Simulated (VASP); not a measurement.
Here is a VASP 6.6.1 calculation.

The input INCAR:

```
SYSTEM = Mg3Te
  PREC = Accurate
  ENCUT = 600
  EDIFF = 1E-7
  ISMEAR = -1
  SIGMA = 0.05
  LREAL = .FALSE.
  LASPH = .TRUE.
  NELM = 60
  ALGO = Normal
  ISIF = 3
  LWAVE = .FALSE.
  LCHARG = .FALSE.
  GGA = PS
  IBRION = 2
  NSW = 60
  EDIFFG = -0.01
  PSTRESS = 100.0
```

Contents of KPOINTS:

```
regular mesh
0
G
  9 9 9
  0 0 0
```

The input POSCAR:

```
Mg3Te
1.0
   -2.1393600000      2.1393600000      5.2824880000
    2.1393600000     -2.1393600000      5.2824880000
    2.1393600000      2.1393600000     -5.2824880000
Te Mg
1 3
Direct
    0.0000000000      0.0000000000      0.0000000000
    0.2500000000      0.7500000000      0.5000000000
    0.7500000000      0.2500000000      0.5000000000
    0.5000000000      0.5000000000      0.0000000000
```

Potentials or basis: VASP PAW PBE potentials, release 64 (Te, Mg).

The run is started by

```bash
$ cat potpaw_PBE.64/Te/POTCAR potpaw_PBE.64/Mg/POTCAR > POTCAR
$ mpirun -np 1 vasp_std > vasp.out
```

Question: What does it give for the band gap on the k mesh?

Answer: Zero (bands 6 and 7 overlap by 2.24 eV).

Question: Estimate the space group after relaxing (to 0.1 Å).

Answer: I4/mmm (No. 139).

Question: Estimate the relaxed volume.

Answer: 19.64 Å³/atom.

Question: Estimate the relaxed cell.

Answer: a = 5.548 Å, b = 5.548 Å, c = 5.548 Å, α = 136.97°, β = 136.97°, γ = 62.48°.

Final structure:
```cif
data_structure
_symmetry_space_group_name_H-M 'P 1'
_symmetry_Int_Tables_number 1
_cell_length_a 5.5483
_cell_length_b 5.5483
_cell_length_c 5.5483
_cell_angle_alpha 136.971
_cell_angle_beta 136.971
_cell_angle_gamma 62.482
_cell_volume 78.56
loop_
_atom_site_label
_atom_site_type_symbol
_atom_site_fract_x
_atom_site_fract_y
_atom_site_fract_z
_atom_site_occupancy
Te1 Te 0.00000 0.00000 0.00000 1
Mg1 Mg 0.25000 0.75000 0.50000 1
Mg2 Mg 0.75000 0.25000 0.50000 1
Mg3 Mg 0.50000 0.50000 0.00000 1
```

Caveat: the cell is relaxed towards a set pressure, so the run minimises the enthalpy, not the energy; the volume moved by over 15 % at a fixed basis, so the end points are rough; the PAW data sets were made with another functional, which shifts forces and pressure a little; spin-orbit coupling is left out, which moves the levels of the heavy elements.
